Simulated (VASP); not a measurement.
A run of VASP 6.6.1 is set up as follows.

File INCAR:

```
SYSTEM = MgO
PREC     = Accurate       ! precision mode
ENCUT    = 600            ! plane-wave cutoff, eV
EDIFF    = 1E-7           ! SCF threshold, eV
ISMEAR   = 0              ! smearing method
SIGMA    = 0.01           ! smearing width, eV
LREAL    = .False.        ! projectors in reciprocal space
LASPH    = .True.         ! aspherical terms in the spheres
NELM     = 120            ! most SCF steps
ALGO     = Normal         ! electronic algorithm
ISIF     = 3              ! what is computed and relaxed
LWAVE    = .False.        ! write WAVECAR
LCHARG   = .False.        ! write CHGCAR
GGA      = PE             ! functional
IBRION   = 2              ! ionic algorithm
NSW      = 80             ! ionic steps
EDIFFG   = -0.001         ! ionic threshold
PSTRESS  = 160.0        
GGA_COMPAT= .False.      
NELMIN   = 4
```

The input KPOINTS:

```
regular mesh
0
Gamma
  10 10 10
  0 0 0
```

File POSCAR:

```
MgO
1.0
    0.0000000000      2.1269229054      2.1269229054
    2.1269229054      0.0000000000      2.1269229054
    2.1269229054      2.1269229054      0.0000000000
Mg O
1 1
Direct
    0.0000000000      0.0000000000      0.0000000000
    0.5000000000      0.5000000000      0.5000000000
```

Potentials or basis: VASP PAW PBE potentials, release 64 (Mg, O).

The run is started by

```bash
$ cat potpaw_PBE.64/Mg/POTCAR potpaw_PBE.64/O/POTCAR > POTCAR
$ mpirun -np 1 vasp_std > vasp.out
```

Question: What does it give for the band gap on the k mesh?

Answer: 5.38 eV.

Question: Estimate the relaxed cell.

Answer: a = 2.915 Å, b = 2.915 Å, c = 2.915 Å, α = 60.00°, β = 60.00°, γ = 60.00°.

Step by step:
```tsv
step	energy change (eV)	largest force (eV/Å)	pressure (GPa)	volume (Å³)
1	0.0000	0.0000	-1.01	19.24
2	0.2118	0.0000	29.88	16.54
3	0.0731	0.0000	15.91	17.52
4	0.0765	0.0000	16.32	17.49
5	0.0723	0.0000	15.81	17.53
6	0.0739	0.0000	16.00	17.51
```

Caveat: the cell is relaxed towards a set pressure, so the run minimises the enthalpy, not the energy.
